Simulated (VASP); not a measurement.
NbIn2Se3, 6 atoms in the cell. Symmetry: P-6m2, No. 187, hexagonal system. The conventional cell has a = 4.713 Å, b = 4.713 Å, c = 8.201 Å, α = 90.00°, β = 90.00°, γ = 120.00°. Nb (site symmetry -6m2) has 3 Se at 2.72 Å within 3.6 Å. In (site symmetry -6m2) has 3 In at 2.72 Å and 6 Se at 2.99 Å within 3.6 Å. Within 3.6 Å of In (site symmetry -6m2) lie 3 In at 2.72 Å and 6 Se at 2.99 Å. Se (site symmetry -6m2) has 3 Nb at 2.72 Å and 2 Se at 2.86 Å within 3.6 Å. Within 3.3 Å of Se (site symmetry 3m) lie 2 Se at 2.48 to 2.86 Å and 6 In at 2.99 Å. The cell was generated, and may not be a known phase.

| Item | Value |
| --- | --- |
| Program | VASP 6.6.1 |
| Task | relaxation of cell and atoms |
| Functional | PBE |
| Potentials or basis | VASP PAW PBE potentials, release 64 (Nb_sv, In_d, Se) |
| Cutoff | 500 eV |
| k mesh | 3 × 3 × 2 |
| Occupations | gaussian, width 0.15 eV |
| Spin | no spin polarisation |
| Dipole correction | no |
| Further INCAR settings | ALGO = Normal; EDIFF = 1e-07; IBRION = 2; EDIFFG = -0.08; NSW = 36; ISIF = 3 |

Potentials or basis: VASP PAW PBE potentials, release 64 (Nb_sv, In_d, Se).

The run is started by

```sh
$ cat potpaw_PBE.64/Nb_sv/POTCAR potpaw_PBE.64/In_d/POTCAR potpaw_PBE.64/Se/POTCAR > POTCAR
$ mpirun -np 1 vasp_std > vasp.out
```

Hardware: 1 thread of Intel Xeon 8259CL, with other jobs on the host.

Estimate the wall time of this run.

Wall time 21 min on 1 thread of Intel Xeon 8259CL (shared host), peak memory 0.29 GiB. Counts: scf iterations 253, k points 6, ion steps 20.
